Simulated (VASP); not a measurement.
Wanted: the native input for a VASP 6.6.1 run.

* Task: electric field gradients
* Functional: LDA
* Potentials or basis: VASP PAW LDA potentials, release 64 (Na_pv, S)
* Cutoff: 400 eV
* k mesh: 6 × 6 × 6
* Occupations: fermi-dirac, width 0.01 eV
* Spin: no spin polarisation
* Dipole correction: no
* Further INCAR settings: ALGO = Normal; EDIFF = 1e-08; NBANDS = 17

The structure of Na2S lies in POSCAR:

```
Na2S
1.0
    0.0000000000      3.2491544893      3.2491544893
    3.2491544893      0.0000000000      3.2491544893
    3.2491544893      3.2491544893      0.0000000000
Na S
2 1
Direct
    0.2500000000      0.2500000000      0.2500000000
    0.7500000000      0.7500000000      0.7500000000
    0.0000000000      0.0000000000      0.0000000000
```

One way to write it, as run:

INCAR

```
PREC = Accurate
ENCUT = 400
EDIFF = 1E-8
ISMEAR = -1
SIGMA = 0.01
LREAL = False
LASPH = True
NELM = 120
ALGO = Normal
ISIF = 2
LWAVE = False
LCHARG = False
GGA = CA
LEFG = True
NBANDS = 17
GGA_COMPAT = False
```

KPOINTS

```
Automatic mesh
0
Gamma
  6 6 6
```

Potentials or basis: VASP PAW LDA potentials, release 64 (Na_pv, S).

Launch:

```sh
$ cat potpaw_LDA.64/Na_pv/POTCAR potpaw_LDA.64/S/POTCAR > POTCAR
$ mpirun -np 1 vasp_std > vasp.out
```

Results of the run:

| Property | Result |
| --- | --- |
| Pressure | -1.8 GPa |
| Band gap on the k mesh | 2.31 eV |
| Largest electric field gradient by atom | zero within the noise of the run |

Run time: 15 s on 1 thread of Intel(R) Xeon(R) Platinum 8559C (Emerald Rapids) (shared host), peak memory 0.14 GiB.
